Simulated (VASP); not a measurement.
Input of a VASP 6.6.1 run:

INCAR

```
  ALGO = Normal
  EDIFF = 1E-7
  ENCUT = 520
  GGA = CA
  ISIF = 2
  ISMEAR = 0
  LASPH = T
  LCHARG = F
  LREAL = F
  LWAVE = F
  NBANDS = 11
  NELM = 60
  PREC = Accurate
  SIGMA = 0.15
```

KPOINTS

```
k-points
0
Gamma
  24 24 6
```

The input POSCAR:

```
C
1.0
    2.4561701622      0.0000000000      0.0000000000
   -1.2280850811      2.1271057565      0.0000000000
    0.0000000000      0.0000000000      8.5238033600
C
2
Direct
    0.2425126655      0.6001813235     -0.0117318521
    0.6666666667      0.3333333333      0.0000000000
```

Potentials or basis: VASP PAW LDA potentials, release 64 (C).

Run with:

```sh
$ cat potpaw_LDA.64/C/POTCAR > POTCAR
$ mpirun -np 1 vasp_std > vasp.out
```

Question: What does it give for the largest force?

Answer: 12.578 eV/Å.

Question: What does it give for the band gap on the k mesh?

Answer: Zero (bands 4 and 5 overlap by 0.77 eV).

Forces in eV/Å, atoms in the order of the input:
```
C    10.151   7.323   1.235
C   -10.151  -7.323  -1.235
```

Caveat: the cell differs from its parent crystal (atom 1 (C) moved by (-0.200, -0.100) A along [1 1 0] and z).
